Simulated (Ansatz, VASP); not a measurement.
# One calculation of AlFe, two programs

```
Al Fe
1.0
     2.91000    0.00000    0.00000
     0.00000    2.91000    0.00000
     0.00000    0.00000    2.91000
Al Fe
1 1
Direct
  0.00082 0.00642 0.00817
  0.49971 0.48832 0.49530
```

Alike in both runs: task single point; functional LDA; k mesh 7 × 7 × 7; collinear spin.

|  | VASP | Ansatz |
| --- | --- | --- |
| version | VASP 6.6.1 | Ansatz 0.2.0 |
| potentials or method | VASP PAW LDA potentials, release 64 (Al, Fe), cutoff 520 eV | plane waves, PAW |
| occupations | fermi-dirac, width 0.1 eV | fermi-dirac |
| valence electrons in the cell | 11 | 19 |

```tsv
	VASP	Ansatz	Ansatz less VASP
pressure (GPa)	-15.5	-15.8	-0.22
traceless stress, the component that is largest in VASP (GPa)	0.27	0.26	-0.004
rms of the force components (eV/Å)	0.236	0.234	-0.0025
net moment per atom (μB)	0.31	0.34	+0.028
size of the moment on the site where the two differ most (μB)	0.66	0.71	+0.055
```

LDA's correlation is that of Perdew and Zunger in VASP and of Perdew and Wang (1992) in Ansatz. Site moments also hang on the region over which each program counts them. Atom by atom the forces differ by 0.002 eV/Å (rms over components). VASP's potentials hold 11 valence electrons a cell and Ansatz's 19, so a difference there can come from the potentials and not from the codes. Ansatz's warnings: stability check not made, stress scf threshold loose.
